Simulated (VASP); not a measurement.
Al9N, 20 atoms in the cell. The cell holds a slab with vacuum, 20 atoms: a = 5.707 Å, b = 9.806 Å, c = 22.790 Å, α = 90.00°, β = 90.00°, γ = 98.37°. 

```yaml
Program: VASP 6.6.1
Task: single point
Functional: PBE
Potentials_or_basis: VASP PAW PBE potentials, release 64 (Al, N)
Cutoff: 520 eV
k_mesh: 5 × 3 × 1
Occupations: gaussian, width 0.1 eV
Spin: no spin polarisation
Dipole_correction: yes
Further_INCAR_settings: LREAL = Auto; ALGO = Normal; EDIFF = 1e-06; NBANDS = 48
```

Potentials or basis: VASP PAW PBE potentials, release 64 (Al, N).

The run is started by

```bash
$ cat potpaw_PBE.64/Al/POTCAR potpaw_PBE.64/N/POTCAR > POTCAR
$ mpirun -np 1 vasp_std > vasp.out
```

Hardware: 1 thread of AMD EPYC 9R45 96-Core Processor (Zen 5), with other jobs on the host.

Task: Estimate the wall time of this run.

Result: It took 12 min on 1 thread of AMD EPYC 9R45 96-Core Processor (Zen 5), with other jobs on the host, peak memory 1.1 GiB. Counts: scf iterations 25, k points 8.
